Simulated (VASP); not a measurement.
A run of VASP 6.6.1 is set up as follows.

Contents of INCAR:

```
PREC = Accurate
ENCUT = 520
EDIFF = 1E-7
ISMEAR = -1
SIGMA = 0.08
LREAL = False
LASPH = True
NELM = 80
ALGO = Normal
ISIF = 2
LWAVE = False
LCHARG = False
GGA = PE
NBANDS = 16
```

The input KPOINTS:

```
regular mesh
0
Gamma
  8 8 11
```

The input POSCAR:

```
Te
1.0
    4.6871724466      0.0000000000      0.0000000000
   -2.3435862233      4.0592104107      0.0000000000
    0.0000000000      0.0000000000      2.7618378951
Te
3
Direct
    0.0000000000      0.0000000000      0.0000000000
    0.3333333333      0.6666666667      0.5000000000
    0.6666666667      0.3333333333      0.5000000000
```

Potentials or basis: VASP PAW PBE potentials, release 64 (Te).

Launch:

```sh
$ cat potpaw_PBE.64/Te/POTCAR > POTCAR
$ mpirun -np 1 vasp_std > vasp.out
```

(1) What does it give for the pressure?

(2) Estimate the band gap on the k mesh.

Results:

(1) 87.4 GPa.

(2) zero (bands 9 and 10 overlap by 9.14 eV).

Caveat: the cell stands under pressure; spin-orbit coupling is left out, which moves the levels of the heavy elements.
